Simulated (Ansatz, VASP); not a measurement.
Given: the input of a run of Ansatz 0.2.0 on AgCl.

Contents of input.yaml:

```yaml
crystal:
  lattice:
    - [0.0, 2.7531131106, 2.7531131106]
    - [2.7531131106, 0.0, 2.7531131106]
    - [2.7531131106, 2.7531131106, 0.0]
  atoms:
    - { symbol: Ag, position: [0.0, 0.0, 0.0] }
    - { symbol: Cl, position: [0.5, 0.5, 0.5] }
kpoints:
  mp_grid: { grid: [8, 8, 8] }
scf:
  occupations: { method: fermi_dirac, width: 0.05 }
hamiltonian:
  xc: pbesol
  pseudopotentials: { kind: all_electron, lapw: { basis_error: 0.001 } }
output:
  forces: true
  stress: true
  eigenvalues: true
```

Potentials or basis: all-electron LAPW, scalar-relativistic.

The run is started by

```bash
$ ansatz run input.yaml --threads 1 --pin off --max-ram 3072MiB --backend cpu --events-out ev --progress --plain --runs-dir out
```

Q: Translate it to VASP 6.6.1. Potentials there: VASP PAW PBE potentials, release 64 (Ag, Cl).

A: As run (the cutoff follows the program's own potentials):

Contents of INCAR:

```
SYSTEM = AgCl
PREC = Accurate ; ENCUT = 520
EDIFF = 1E-6 ; ISMEAR = -1
SIGMA = 0.05 ; LREAL = .FALSE.
LASPH = .TRUE. ; NELM = 80
ALGO = Normal ; ISIF = 2
LWAVE = .FALSE. ; LCHARG = .FALSE.
GGA = PS ; NBANDS = 16
```

File KPOINTS:

```
Automatic mesh
0
G
  8 8 8
  0 0 0
```

Contents of POSCAR:

```
AgCl
1.0
    0.0000000000      2.7531131106      2.7531131106
    2.7531131106      0.0000000000      2.7531131106
    2.7531131106      2.7531131106      0.0000000000
Ag Cl
1 1
Direct
    0.0000000000      0.0000000000      0.0000000000
    0.5000000000      0.5000000000      0.5000000000
```

Potentials or basis: VASP PAW PBE potentials, release 64 (Ag, Cl).

Command:

```console
$ cat potpaw_PBE.64/Ag/POTCAR potpaw_PBE.64/Cl/POTCAR > POTCAR
$ mpirun -np 1 vasp_std > vasp.out
```

Both were run:

|  | VASP | Ansatz | Ansatz less VASP |
| --- | --- | --- | --- |
| gap on the k mesh at the Fermi level (eV) | 0.73 | 0.73 | +0.005 |
| least direct gap on the mesh (eV) | 3.11 | 3.12 | +0.004 |
| pressure (GPa) | -1.8 | -1.7 | +0.11 |

VASP's potentials were made for PBE, not for PBEsol. Ansatz ran all-electron here, and VASP with PAW potentials.
